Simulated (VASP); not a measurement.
A run of VASP 6.6.1 is set up as follows.

The input INCAR:

```
ALGO = Normal ; EDIFF = 1E-6
ENCUT = 520 ; GGA = PE
ISIF = 2 ; ISMEAR = 0
LASPH = True ; LCHARG = False
LREAL = False ; LWAVE = False
NBANDS = 16 ; NELM = 100
PREC = Accurate ; SIGMA = 0.1
```

KPOINTS

```
k-points
0
Gamma
  6 6 4
```

Contents of POSCAR:

```
B3C2
1.0
    3.1116840600      0.0000000000      0.0000000000
    0.0000000000      3.1116840600      0.0000000000
    0.0000000000      0.0000000000      4.5831336000
B C
3 2
Direct
    0.5000000000      0.0000000000      0.9934612500
    0.0000000000      0.5000000000      0.9934612500
    0.0000000000      0.0000000000      0.2721384500
    0.0000000000      0.0000000000      0.7211286400
    0.5000000000      0.5000000000      0.2898103300
```

Potentials or basis: VASP PAW PBE potentials, release 64 (B, C).

The run is started by

```bash
$ cat potpaw_PBE.64/B/POTCAR potpaw_PBE.64/C/POTCAR > POTCAR
$ mpirun -np 1 vasp_std > vasp.out
```

(1) Estimate the pressure.

(2) What does it give for the band gap on the k mesh?

(3) What does it give for the largest force?

Results:

(1) -40.4 GPa.

(2) zero (an odd number of electrons rules out a gap without spin polarisation).

(3) 3.528 eV/Å.

Caveat: the stress differs along the axes, from -52 to -35 GPa; an odd number of electrons without spin polarisation forces a metal; a magnetic or distorted state may lie lower.
